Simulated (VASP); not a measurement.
**Hf: single point with PBE**

Crystal: Hf.

```
CELL_PARAMETERS angstrom
3.20740 0.00000 0.00000
-1.60370 2.77769 0.00000
0.00000 0.00000 10.11799
ATOMIC_POSITIONS crystal
Hf 0.00000 0.00000 0.00000
Hf 0.33333 0.66667 0.25000
Hf 0.00000 0.00000 0.50000
Hf 0.33333 0.66667 0.75000
```

* Program: VASP 6.6.1
* Task: single point
* Functional: PBE
* Potentials or basis: VASP PAW PBE potentials, release 64 (Hf_pv)
* Cutoff: 400 eV
* k mesh: 18 × 18 × 8
* Occupations: methfessel-paxton, width 0.1 eV
* Spin: no spin polarisation
* Dipole correction: no
* Further INCAR settings: ALGO = Normal; EDIFF = 1e-06; NBANDS = 28

```yaml
Pressure: -0.5 GPa
Band_gap_on_the_k_mesh: zero (bands 20 and 21 overlap by 1.47 eV)
```

Stress tensor (GPa, compression positive):
```
-0.57  0.00  0.00
 0.00 -0.57  0.00
 0.00  0.00 -0.39
```

Levels at points of the mesh, in eV from the Fermi level:
| k point | band 18 | band 19 | band 20 | band 21 | band 22 | band 23 |
| --- | --- | --- | --- | --- | --- | --- |
| (0.00, 0.00, 0.00) | 0.15 | 0.63 | 1.05 | 1.05 | 1.05 | 1.05 |
| (0.50, 0.00, 0.00) | -0.98 | -0.98 | -0.84 | 0.76 | 0.87 | 1.14 |
| (0.00, 0.00, 0.50) | 0.07 | 0.96 | 0.96 | 0.96 | 0.96 | 1.00 |
| (0.50, 0.00, 0.50) | -1.35 | -1.31 | -1.31 | 1.19 | 1.19 | 1.24 |

Wall time 6.2 min on 1 thread of Intel Xeon 8259CL, on a shared host, peak memory 0.36 GiB.

Caveat: spin-orbit coupling is left out, which moves the levels of the heavy elements.
